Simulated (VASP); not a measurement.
Wanted: the native input for a VASP 6.6.1 run.

```yaml
Task: single point
Functional: r2SCAN
Potentials_or_basis: VASP PAW PBE potentials, release 64 (Al, Ni)
Cutoff: 520 eV
k_mesh: 16 × 16 × 16
Occupations: gaussian, width 0.1 eV
Spin: no spin polarisation
Dipole_correction: no
Further_INCAR_settings: ALGO = Normal; EDIFF = 1e-06; NBANDS = 24
```

AlNi3:

```
Al Ni
1.0
     0.00000    2.80189    2.80189
     2.80189    0.00000    2.80189
     2.80189    2.80189    0.00000
Al Ni
1 3
Cartesian
  2.8019 2.8019 2.8019
  1.4009 1.4009 1.4009
  0.0000 0.0000 0.0000
  4.2028 4.2028 4.2028
```

The input as run:

POSCAR

```
AlNi3
1.0
    0.0000000000      2.8018887551      2.8018887551
    2.8018887551      0.0000000000      2.8018887551
    2.8018887551      2.8018887551      0.0000000000
Al Ni
1 3
Direct
    0.5000000000      0.5000000000      0.5000000000
    0.2500000000      0.2500000000      0.2500000000
    0.0000000000      0.0000000000      0.0000000000
    0.7500000000      0.7500000000      0.7500000000
```

INCAR.step1

```
SYSTEM = AlNi3
ALGO     = Normal         ! electronic algorithm
EDIFF    = 1E-4           ! SCF threshold, eV
ENCUT    = 520            ! plane-wave cutoff, eV
GGA      = PE             ! functional
ISMEAR   = 0              ! smearing method
LASPH    = .True.         ! aspherical terms in the spheres
LCHARG   = .False.        ! write CHGCAR
LREAL    = .False.        ! projectors in reciprocal space
LWAVE    = .True.         ! write WAVECAR
NBANDS   = 24             ! bands
NELM     = 60             ! most SCF steps
PREC     = Accurate       ! precision mode
SIGMA    = 0.1            ! smearing width, eV
```

INCAR.step2

```
SYSTEM = AlNi3
ALGO     = Normal         ! electronic algorithm
EDIFF    = 1E-6           ! SCF threshold, eV
ENCUT    = 520            ! plane-wave cutoff, eV
ISIF     = 2              ! what is computed and relaxed
ISMEAR   = 0              ! smearing method
ISTART   = 1            
LASPH    = .True.         ! aspherical terms in the spheres
LCHARG   = .False.        ! write CHGCAR
LMIXTAU  = .True.       
LREAL    = .False.        ! projectors in reciprocal space
LWAVE    = .False.        ! write WAVECAR
METAGGA  = R2SCAN         ! meta-GGA
NBANDS   = 24             ! bands
NELM     = 60             ! most SCF steps
PREC     = Accurate       ! precision mode
SIGMA    = 0.1            ! smearing width, eV
```

KPOINTS

```
k-points
0
Gamma
  16 16 16
  0 0 0
```

Potentials or basis: VASP PAW PBE potentials, release 64 (Al, Ni).

The run is started by

```console
$ cat potpaw_PBE.64/Al/POTCAR potpaw_PBE.64/Ni/POTCAR > POTCAR
$ cp INCAR.step1 INCAR
$ mpirun -np 1 vasp_std > vasp.out
$ cp INCAR.step2 INCAR
$ mpirun -np 1 vasp_std > vasp.out
```

It gave:

```
Pressure               : 0.1 GPa
Band gap on the k mesh : zero (an odd number of electrons rules out a gap without spin polarisation)
```

Caveat: the PAW data sets were made with another functional, which shifts forces and pressure a little.

It took 7.8 min on 1 thread of Intel(R) Xeon(R) Platinum 8488C (Sapphire Rapids), with other jobs on the host, peak memory 0.27 GiB.
